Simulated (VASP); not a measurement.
A run of VASP 6.6.1 is set up as follows.

The input INCAR:

```
ALGO     = Normal         # electronic algorithm
EDIFF    = 1E-6           # SCF threshold, eV
ENCUT    = 520            # plane-wave cutoff, eV
GGA      = PE             # functional
ISIF     = 2              # what is computed and relaxed
ISMEAR   = 0              # smearing method
LASPH    = T              # aspherical terms in the spheres
LCHARG   = F              # write CHGCAR
LREAL    = F              # projectors in reciprocal space
LWAVE    = F              # write WAVECAR
NBANDS   = 35             # bands
NELM     = 60             # most SCF steps
PREC     = Accurate       # precision mode
SIGMA    = 0.05           # smearing width, eV
```

Contents of KPOINTS:

```
k-points
0
Gamma
  6 6 6
```

File POSCAR:

```
Al2O3
1.0
    2.5897113169      1.4951705259      3.7692384980
   -2.5897113169      1.4951705259      3.7692384980
    0.0000000000     -2.9903410518      3.7692384980
Al O
4 6
Direct
    0.8597505612      0.8597505612      0.8597505612
    0.6402494388      0.6402494388      0.6402494388
    0.1402494388      0.1402494388      0.1402494388
    0.3597505612      0.3597505612      0.3597505612
    0.0561574040      0.4438425960      0.7500000000
    0.7500000000      0.0561574040      0.4438425960
    0.4438425960      0.7500000000      0.0561574040
    0.9438425960      0.5561574040      0.2500000000
    0.2500000000      0.9438425960      0.5561574040
    0.5561574040      0.2500000000      0.9438425960
```

Potentials or basis: VASP PAW PBE potentials, release 64 (Al, O).

Run with:

```sh
$ cat potpaw_PBE.64/Al/POTCAR potpaw_PBE.64/O/POTCAR > POTCAR
$ mpirun -np 1 vasp_std > vasp.out
```

Question: What does it give for the band gap on the k mesh?

Answer: 3.28 eV.

Question: What does it give for the pressure?

Answer: -1.8 GPa.

Question: Estimate the largest force.

Answer: 0.320 eV/Å.

Forces on the atoms (eV/Å):
```
Al   0.000  0.000  0.231
Al   0.000  0.000 -0.231
Al   0.000  0.000 -0.231
Al   0.000  0.000  0.231
O   -0.320  0.000  0.000
O    0.160 -0.277  0.000
O    0.160  0.277  0.000
O    0.320  0.000  0.000
O   -0.160  0.277  0.000
O   -0.160 -0.277  0.000
```

Caveat: the stress differs along the axes, from -24 to 43 GPa.
